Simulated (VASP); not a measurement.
# Lu2SiF3 (I4/mmm) in VASP: single point with PBE

Aim: the single point of Lu2SiF3 with PBE.

Program: VASP 6.6.1. These are calculated values, not measurements. Logs are shortened: lines on timing, memory, paths and dates and some standing lists are left out, and cuts for length are marked.

## (1) The cell of the first run

It takes space group I4/mmm (No. 139, tetragonal). Conventional cell: a = 4.694 Å, b = 4.694 Å, c = 10.042 Å, α = 90.00°, β = 90.00°, γ = 90.00°. Lu (site symmetry 4mm) has 5 F at 2.08 to 2.39 Å within 2.8 Å. Si (site symmetry 4/mmm) has 10 Lu at 2.94 to 3.92 Å and 12 F at 3.32 to 3.44 Å within 4.0 Å. Within 3.5 Å of F (site symmetry -4m2) lie 4 Lu at 2.39 Å and 8 F at 3.32 to 3.44 Å and 4 Si at 3.44 Å. F (site symmetry 4/mmm) has 2 Lu at 2.08 Å within 2.8 Å.

The cell was generated, and may not be a known phase.

## (2) Single point, PBE

Input file INCAR:

```
ALGO = Normal
EDIFF = 1E-7
ENCUT = 520
GGA = PE
ISIF = 2
ISMEAR = 0
LASPH = T
LCHARG = F
LREAL = F
LWAVE = F
NBANDS = 46
NELM = 100
PREC = Accurate
SIGMA = 0.1
```

Input file KPOINTS:

```
k-points
0
Gamma
  12 12 12
```

Input file POSCAR:

```
Lu2SiF3
1.0
   -2.3471664396      2.3471664396      5.0207802233
    2.3471664396     -2.3471664396      5.0207802233
    2.3471664396      2.3471664396     -5.0207802233
Lu Si F
2 1 3
Direct
    0.7930517910      0.7930517910      0.0000000000
    0.2069482090      0.2069482090      0.0000000000
    0.5000000000      0.5000000000      0.0000000000
    0.7500000000      0.2500000000      0.5000000000
    0.2500000000      0.7500000000      0.5000000000
    0.0000000000      0.0000000000      0.0000000000
```

Potentials or basis: VASP PAW PBE potentials, release 64 (Lu, Si, F).

On the command line:

```
cat potpaw_PBE.64/Lu/POTCAR potpaw_PBE.64/Si/POTCAR potpaw_PBE.64/F/POTCAR > POTCAR
mpirun -np 1 vasp_std > vasp.out
```

OUTCAR:

```text
EDIFF = 1E-7
   ENCUT = 520
   GGA = PE
   ISIF = 2
   ISMEAR = 0
   LASPH = T
   LREAL = F
   NELM = 100
   PREC = Accurate

 ion  position               nearest neighbor table
   1  0.793  0.793  0.000-   6 2.08   5 2.39   4 2.39   4 2.39   5 2.39   3 2.94   2 3.43   2 3.43
                             2 3.43   2 3.43
   2  0.207  0.207  0.000-   6 2.08   5 2.39   4 2.39   4 2.39   5 2.39   3 2.94   1 3.43   1 3.43
                             1 3.43   1 3.43
   3  0.500  0.500  0.000-   1 2.94   2 2.94
   4  0.750  0.250  0.500-   1 2.39   2 2.39   1 2.39   2 2.39
   5  0.250  0.750  0.500-   1 2.39   2 2.39   1 2.39   2 2.39
   6  0.000  0.000  0.000-   1 2.08   2 2.08

  LATTYP: Found a body centered tetragonal cell.
 ALAT       =     4.6943328792
 C/A-ratio  =     2.1390814638

  Lattice vectors:

 A1 = (  -2.3471664396,   2.3471664396,   5.0207802233)
 A2 = (   2.3471664396,  -2.3471664396,   5.0207802233)
 A3 = (   2.3471664396,   2.3471664396,  -5.0207802233)

Analysis of symmetry for initial positions (statically):
=====================================================================
 Subroutine PRICEL returns:
 Original cell was already a primitive cell.

 Routine SETGRP: Setting up the symmetry group for a
 body centered tetragonal supercell.

 Subroutine GETGRP returns: Found 16 space group operations
 (whereof 16 operations were pure point group operations)
 out of a pool of 16 trial point group operations.

The static configuration has the point symmetry D_4h.

Analysis of symmetry for dynamics (positions and initial velocities):
=====================================================================
 Subroutine PRICEL returns:
 Original cell was already a primitive cell.

 Routine SETGRP: Setting up the symmetry group for a
 body centered tetragonal supercell.

 Subroutine GETGRP returns: Found 16 space group operations
 (whereof 16 operations were pure point group operations)
 out of a pool of 16 trial point group operations.

The dynamic configuration has the point symmetry D_4h.

 Subroutine INISYM returns: Found 16 space group operations
 (whereof 16 operations are pure point group operations),
 and found     1 'primitive' translations

----------------------------------------------------------------------------------------

                                     Primitive cell

  volume of cell :     110.6417

  direct lattice vectors                    reciprocal lattice vectors
    -2.347166440  2.347166440  5.020780223     0.000000000  0.213022814  0.099586116
     2.347166440 -2.347166440  5.020780223     0.213022814  0.000000000  0.099586116
     2.347166440  2.347166440 -5.020780223     0.213022814  0.213022814  0.000000000

  length of vectors
     6.018854928  6.018854928  6.018854928     0.235151257  0.235151257  0.301259753

  position of ions in fractional coordinates (direct lattice)
     0.793051791  0.793051791  0.000000000
     0.206948209  0.206948209  0.000000000
     0.500000000  0.500000000  0.000000000
     0.750000000  0.250000000  0.500000000
     0.250000000  0.750000000  0.500000000
     0.000000000  0.000000000  0.000000000

  ion indices of the primitive-cell ions
   primitive index   ion index
                 1           1
                 2           2
                 3           3
                 4           4
                 5           5
                 6           6

----------------------------------------------------------------------------------------

 KPOINTS: k-points

Automatic generation of k-mesh.
 Grid dimensions read from file:
 generate k-points for:   12   12   12

 Generating k-lattice:

  Cartesian coordinates                     Fractional coordinates (reciprocal lattice)
     0.000000000  0.017751901  0.008298843     0.083333333  0.000000000  0.000000000
     0.017751901  0.000000000  0.008298843     0.000000000  0.083333333  0.000000000
     0.017751901  0.017751901  0.000000000     0.000000000  0.000000000  0.083333333

  Length of vectors
     0.019595938  0.019595938  0.025104979

  Shift w.r.t. Gamma in fractional coordinates (k-lattice)
     0.000000000  0.000000000  0.000000000

 Subroutine IBZKPT returns following result:
 ===========================================

 Found    163 irreducible k-points:

 Following reciprocal coordinates:
            Coordinates               Weight
  0.000000  0.000000  0.000000      1.000000
  0.083333 -0.000000  0.000000      8.000000
  0.166667  0.000000  0.000000      8.000000
  0.250000 -0.000000  0.000000      8.000000
  0.333333  0.000000  0.000000      8.000000
  0.416667 -0.000000  0.000000      8.000000
[... 16 lines left out ...]
  0.500000  0.166667  0.000000     16.000000
 -0.416667  0.166667 -0.000000     16.000000
 [... further k-points ...]
   k-points           NKPTS =    163   k-points in BZ     NKDIM =    163   number of bands    NBANDS=     46
   number of dos      NEDOS =    301   number of ions     NIONS =      6
   total plane-waves  NPLWV = 110592
   dimension x,y,z NGX =    48 NGY =   48 NGZ =   48
   dimension x,y,z NGXF=    96 NGYF=   96 NGZF=   96
   ions per type =               2   1   3
   NGX,Y,Z   is equivalent  to a cutoff of  13.26, 13.26, 13.26 a.u.
   NGXF,Y,Z  is equivalent  to a cutoff of  26.52, 26.52, 26.52 a.u.
 SYSTEM =  unknown system
   PREC   = accura    normal or accurate (medium, high low for compatibility)
   ISTART =      0    job   : 0-new  1-cont  2-samecut
   ICHARG =      2    charge: 1-file 2-atom 10-const
   ISPIN  =      1    spin polarized calculation?
   LNONCOLLINEAR =      F non collinear calculations
   LSORBIT =      F    spin-orbit coupling
   LASPH  =      T    aspherical Exc in radial PAW
   ENCUT  =  520.0 eV  38.22 Ry    6.18 a.u.  11.19 11.19 11.19*2*pi/ulx,y,z
   NELM   =    100;   NELMIN=  2; NELMDL= -5     # of ELM steps
   EDIFF  = 0.1E-06   stopping-criterion for ELM
   LREAL  =      F    real-space projection
   EDIFFG = 0.1E-05   stopping-criterion for IOM
   NSW    =      0    number of steps for IOM
   IBRION =     -1    ionic relax: 0-MD 1-quasi-New 2-CG
   NFREE  =      0    steps in history (QN), initial steepest desc. (CG)
   ISIF   =      2    stress and relaxation
   ISYM   =      2    0-nonsym 1-usesym 2-fastsym
   POTIM  = 0.5000    time-step for ionic-motion
   TEBEG  =    0.0;   TEEND  =   0.0 temperature during run
   PSTRESS=    0.0 pullay stress
   NELECT =      75.0000    total number of electrons
   NUPDOWN=      -1.0000    fix difference up-down
   EMIN   =  10.00;   EMAX   =-10.00  energy-range for DOS
   EFERMI =   0.00;   METHOD = LEGACY
   ISMEAR =     0;   SIGMA  =   0.10  broadening in eV -4-tet -1-fermi 0-gaus
   EFERMI_NEDOS =   21; number of points for ismear=-14 and -15
   IALGO  =     38    algorithm
   IMIX   =      4    mixing-type and parameters
     AMIX     =   0.40;   BMIX     =  1.00
     AMIX_MAG =   1.60;   BMIX_MAG =  1.00
  volume/ion in A,a.u.               =      18.44       124.44
  Fermi-wavevector in a.u.,A,eV,Ry     =   1.438099  2.717614 28.138618  2.068130
  Thomas-Fermi vector in A             =   2.557104
   LORBIT       =      0    0 simple, 1 ext, 2 COOP (PROOUT), +10 PAW based schemes
   GGA     = PE    functional components
   LHFCALC =     F    Hartree Fock is set to
   AEXX    =    0.0000 exact exchange contribution
   IVDW    =     0    specifies the selected vdW correction
   LEPSILON=     F    determine dielectric tensor
   LRPA    =     F    only Hartree local field effects (RPA)
 non-spin polarized calculation
 Gauss-broadening in eV      SIGMA  =   0.10
  energy-cutoff  :      520.00
  volume of cell :      110.64
 maximum number of plane-waves:      3027
 NGX is ok and might be reduce to    48
   NGX = 23   NGY = 23   NGZ = 23

 number of electron      75.0000009 magnetization

 Free energy of the ion-electron system (eV)
  ---------------------------------------------------
  ext. energy  EPLUGINS =         0.00000000
  ---------------------------------------------------
  free energy    TOTEN  =       -32.06436185 eV

  energy without entropy =      -32.03636859  energy(sigma->0) =      -32.05036522

 E-fermi :   3.2571     XC(G=0):  -9.9599

 val. band max:        3.2565947678   @ k =   0.4167   0.1667   0.0000
 cond. band min:       3.2574674008   @ k =   0.4167   0.0833   0.0000
 fundamental gap:      0.0008726329
 Fermi energy:         3.2571218997

 k-point     1 :       0.0000    0.0000    0.0000
  band No.  band energies     occupation
      1     -54.2671      2.00000
      2     -54.2425      2.00000
      3     -25.4476      2.00000
      4     -25.1660      2.00000
      5     -25.1660      2.00000
      6     -24.9217      2.00000
[... 38 lines left out ...]
     45       7.5356      0.00000
     46       7.5397      0.00000

 k-point     2 :       0.0833   -0.0000    0.0000
  band No.  band energies     occupation
      1     -54.2667      2.00000
      2     -54.2429      2.00000
      3     -25.4490      2.00000
      4     -25.1843      2.00000
      5     -25.1618      2.00000
      6     -24.9488      2.00000
[... 38 lines left out ...]
     45       7.3978      0.00000
     46       7.4052      0.00000

 k-point     3 :       0.1667    0.0000    0.0000
  band No.  band energies     occupation
      1     -54.2654      2.00000
      2     -54.2441      2.00000
      3     -25.4532      2.00000
      4     -25.2312      2.00000
      5     -25.1497      2.00000
      6     -25.0205      2.00000
[... 38 lines left out ...]
     45       7.0903      0.00000
     46       7.4103      0.00000

 k-point     4 :       0.2500   -0.0000    0.0000
  band No.  band energies     occupation
      1     -54.2634      2.00000
      2     -54.2460      2.00000
      3     -25.4602      2.00000
      4     -25.2879      2.00000
      5     -25.1304      2.00000
      6     -25.1112      2.00000
[... 920 lines left out ...]
     45       7.2290      0.00000
     46       7.6222      0.00000

 k-point    23 :       0.5000    0.1667    0.0000
  band No.  band energies     occupation
      1     -54.2551      2.00000
      2     -54.2540      2.00000
      3     -25.5189      2.00000
      4     -25.4714      2.00000
      5     -25.3658      2.00000
      6     -24.9831      2.00000
[... 38 lines left out ...]
     45       7.3536      0.00000
     46       7.5919      0.00000

 k-point    24 :      -0.4167    0.1667   -0.0000
  band No.  band energies     occupation
      1     -54.2576      2.00000
      2     -54.2515      2.00000
      3     -25.5110      2.00000
      4     -25.4681      2.00000
      5     -25.3409      2.00000
      6     -25.0110      2.00000
[... 38 lines left out ...]
     45       7.2296      0.00000
     46       7.5342      0.00000

 [... further k-points ...]

------------------------ aborting loop because EDIFF is reached ----------------------------------------

  FORCE on cell =-STRESS in cart. coord.  units (eV):
  Direction    XX          YY          ZZ          XY          YZ          ZX
  --------------------------------------------------------------------------------------
  -------------------------------------------------------------------------------------
  Total        0.0992196      0.0992196      0.5475029      0.0000000     -0.0000000      0.0000000
  in kB        1.4367767      1.4367767      7.9282625      0.0000000     -0.0000000      0.0000000
  external PRESSURE =       3.6006053 kB  Pullay stress =       0.0000000 kB

 VOLUME and BASIS-vectors are now :
 -----------------------------------------------------------------------------
  energy-cutoff  :      520.00
  volume of cell :      110.64
      direct lattice vectors                 reciprocal lattice vectors
    -2.347166440  2.347166440  5.020780223     0.000000000  0.213022814  0.099586116
     2.347166440 -2.347166440  5.020780223     0.213022814  0.000000000  0.099586116
     2.347166440  2.347166440 -5.020780223     0.213022814  0.213022814  0.000000000

 POSITION                                       TOTAL-FORCE (eV/Angst)
 -----------------------------------------------------------------------------------
      0.00000      0.00000      7.96348         0.000000      0.000000     -0.105605
      0.00000      0.00000      2.07808        -0.000000     -0.000000      0.105605
      0.00000      0.00000      5.02078         0.000000      0.000000      0.000000
      0.00000      2.34717      2.51039         0.000000      0.000000      0.000000
      2.34717      0.00000      2.51039         0.000000      0.000000      0.000000
      0.00000      0.00000      0.00000         0.000000      0.000000      0.000000
 -----------------------------------------------------------------------------------
    total drift:                               -0.000000     -0.000000      0.000000

  FREE ENERGIE OF THE ION-ELECTRON SYSTEM (eV)
  ---------------------------------------------------
  free  energy   TOTEN  =       -32.0643618475 eV

  energy  without entropy=      -32.0363685855  energy(sigma->0) =      -32.05036522
```

It took 32 min on 1 thread of Intel Xeon 8259CL, shared host; peak memory 0.86 GiB.

Results:

* Free energy: -32.0644 eV
* Pressure: 0.4 GPa
* Largest force: 0.106 eV/Å
* Band gap on the k mesh: zero (an odd number of electrons rules out a gap without spin polarisation)

Forces in eV/Å, atoms in the order of the input:
```
Lu   0.000  0.000 -0.106
Lu   0.000  0.000  0.106
Si   0.000  0.000  0.000
F    0.000  0.000  0.000
F    0.000  0.000  0.000
F    0.000  0.000  0.000
```

Stress tensor (GPa, compression positive):
```
0.14 0.00 0.00
0.00 0.14 0.00
0.00 0.00 0.79
```

Levels at points of the mesh, in eV from the Fermi level:
```tsv
k point	band 35	band 36	band 37	band 38	band 39	band 40
(0.00, 0.00, 0.00)	-5.79	-0.70	-0.49	0.26	0.26	0.67
(0.50, 0.00, 0.00)	-5.31	-1.43	-0.78	0.05	1.31	1.60
(0.50, 0.50, 0.00)	-5.76	-0.94	-0.21	-0.10	1.59	2.08
(0.50, 0.50, 0.50)	-5.64	-2.01	-0.40	1.06	1.06	1.37
```

Caveat: spin-orbit coupling is left out, which moves the levels of the heavy elements; an odd number of electrons without spin polarisation forces a metal; a magnetic or distorted state may lie lower.
